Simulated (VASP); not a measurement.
A run of VASP 6.6.1 is set up as follows.

INCAR

```
PREC = Accurate
ENCUT = 520
EDIFF = 1E-6
ISMEAR = 0
SIGMA = 0.15
LREAL = False
LASPH = True
NELM = 80
ALGO = Fast
ISIF = 2
LWAVE = False
LCHARG = True
GGA = PS
LELF = True
LVHAR = True
NBANDS = 18
```

KPOINTS

```
Automatic mesh
0
Gamma
  30 30 14
```

Contents of POSCAR:

```
Cu
1.0
    2.5205910259      0.0000000000      0.0000000000
   -1.2602955130      2.1828958610      0.0000000000
    0.0000000000      0.0000000000      4.1165232698
Cu
2
Direct
    0.3333333333      0.6666666667      0.2500000000
    0.6666666667      0.3333333333      0.7500000000
```

Potentials or basis: VASP PAW PBE potentials, release 64 (Cu).

The run is started by

```sh
$ cat potpaw_PBE.64/Cu/POTCAR > POTCAR
$ mpirun -np 1 vasp_std > vasp.out
```

Task: Estimate the band gap on the k mesh.

Result: Zero (band 11 reaches 12.05 eV, above the bottom of band 12 at 5.92 eV).

Task: Predict the pressure.

Result: 1.1 GPa.

Stress tensor (GPa, compression positive):
```
0.74 0.00 0.00
0.00 0.74 0.00
0.00 0.00 1.70
```

Caveat: the PAW data sets were made with another functional, which shifts forces and pressure a little.
